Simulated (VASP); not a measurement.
Input of a VASP 6.6.1 run:

The input INCAR:

```
  ALGO = Normal
  EDIFF = 1E-6
  ENCUT = 520
  GGA = PS
  ISIF = 2
  ISMEAR = 0
  LASPH = True
  LCHARG = False
  LREAL = False
  LWAVE = False
  NBANDS = 35
  NELM = 80
  PREC = Accurate
  SIGMA = 0.05
```

File KPOINTS:

```
k-points
0
Gamma
  10 10 10
```

The input POSCAR:

```
SnO2
1.0
   -2.0302128455      2.0302128455      4.5992441802
    2.0302128455     -2.0302128455      4.5992441802
    2.0302128455      2.0302128455     -4.5992441802
Sn O
2 4
Direct
    0.7500000000      0.2500000000      0.5000000000
    0.0000000000      0.0000000000      0.0000000000
    0.7816587867      0.7816587867      0.0000000000
    0.9683412133      0.4683412133      0.5000000000
    0.2183412133      0.2183412133      0.0000000000
    0.5316587867      0.0316587867      0.5000000000
```

Potentials or basis: VASP PAW PBE potentials, release 64 (Sn_d, O).

The run is started by

```bash
$ cat potpaw_PBE.64/Sn_d/POTCAR potpaw_PBE.64/O/POTCAR > POTCAR
$ mpirun -np 1 vasp_std > vasp.out
```

(1) Predict the band gap on the k mesh.

(2) What does it give for the largest force?

(3) What does it give for the pressure?

Results:

(1) 2.08 eV, indirect (least direct gap 2.84 eV).

(2) 0.052 eV/Å.

(3) 12.0 GPa.

Caveat: the PAW data sets were made with another functional, which shifts forces and pressure a little; spin-orbit coupling is left out, which moves the levels of the heavy elements.
